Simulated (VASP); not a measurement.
A run of VASP 6.6.1 is set up as follows.

Contents of INCAR:

```
SYSTEM = Ti
PREC = Accurate
ENCUT = 520
EDIFF = 1E-8
ISMEAR = -1
SIGMA = 0.08
LREAL = .FALSE.
LASPH = .TRUE.
NELM = 80
ALGO = Normal
ISIF = 2
LWAVE = .FALSE.
LCHARG = .FALSE.
GGA = PE
LEFG = .TRUE.
NBANDS = 19
```

The input KPOINTS:

```
regular mesh
0
G
  13 13 7
  0 0 0
```

File POSCAR:

```
Ti
1.0
    2.9101281370      0.0000000000      0.0000000000
   -1.4550640685      2.5202448949      0.0000000000
    0.0000000000      0.0000000000      4.6226679121
Ti
2
Direct
    0.3333333333      0.6666666667      0.2500000000
    0.6666666667      0.3333333333      0.7500000000
```

Potentials or basis: VASP PAW PBE potentials, release 64 (Ti_sv).

Run with:

```bash
$ cat potpaw_PBE.64/Ti_sv/POTCAR > POTCAR
$ mpirun -np 1 vasp_std > vasp.out
```

Estimate the pressure.

2.8 GPa.

What does it give for the band gap on the k mesh?

Zero (bands 12 and 13 overlap by 1.13 eV).

Electric field gradients, principal values (V/Å²):
```
atom   least  middle  greatest (by size)
1 Ti  -9.073  -9.074              18.147
2 Ti  -9.073  -9.074              18.147
```

Caveat: without QUAD_EFG the Cq values of the log hold for a quadrupole moment of 1 mb, not for the nuclei.
